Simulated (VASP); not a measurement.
Write the native input for VASP 6.6.1 that does the following.

```yaml
Task: single point
Functional: PBE
Potentials_or_basis: VASP PAW PBE potentials, release 64 (Fe, O)
Cutoff: 600 eV
k_mesh: 1 × 1 × 1
Occupations: fermi-dirac, width 0.1 eV
Spin: collinear spin, antiferromagnetic start
Starting_moments: "[3.7, -3.7, 0.0, 0.0] μB"
Hubbard_terms: Fe d U = 4.6 eV
Dipole_correction: no
Further_INCAR_settings: ALGO = Normal; EDIFF = 1e-06; NBANDS = 26
```

The structure of FeO lies in POSCAR:

```
FeO
1.0
    4.3300000000      2.1650000000      2.1650000000
    2.1650000000      4.3300000000      2.1650000000
    2.1650000000      2.1650000000      4.3300000000
Fe O
2 2
Direct
    0.0000000000      0.0000000000      0.0000000000
    0.5000000000      0.5000000000      0.5000000000
    0.2575000000      0.2465000000      0.2545000000
    0.7500000000      0.7500000000      0.7500000000
```

One way to write it, as run:

INCAR

```
SYSTEM = FeO
ALGO = Normal
EDIFF = 1E-6
ENCUT = 600
GGA = PE
GGA_COMPAT = .FALSE.
ISIF = 2
ISMEAR = -1
ISPIN = 2
LASPH = .TRUE.
LCHARG = .FALSE.
LDAU = .TRUE.
LDAUJ = 0 0
LDAUL = 2 -1
LDAUPRINT = 1
LDAUTYPE = 2
LDAUU = 4.6 0
LMAXMIX = 4
LORBIT = 11
LREAL = .FALSE.
LWAVE = .FALSE.
MAGMOM = 3.7 -3.7 0 0
NBANDS = 26
NELM = 200
PREC = Accurate
SIGMA = 0.1
```

KPOINTS

```
k-points
0
G
  1 1 1
  0 0 0
```

Potentials or basis: VASP PAW PBE potentials, release 64 (Fe, O).

Command:

```sh
$ cat potpaw_PBE.64/Fe/POTCAR potpaw_PBE.64/O/POTCAR > POTCAR
$ mpirun -np 1 vasp_gam > vasp.out
```

Results of the run:

```
Pressure                                              : -1.8 GPa
Largest force                                         : 0.699 eV/Å
Band gap on the k mesh                                : 2.88 eV
Net moment                                            : 0.00 μB per cell
Site moments                                          : Fe +3.37, -3.35; O +0.02, -0.03 μB
Valence electrons inside the program's atomic spheres : Fe 6.79, 6.80; O 5.10
```

Caveat: the k points lie up to 2.41 Å⁻¹ apart.

Wall time 77 s on 1 thread of Intel(R) Xeon(R) 6975P-C (Granite Rapids) (shared host), peak memory 0.3 GiB.
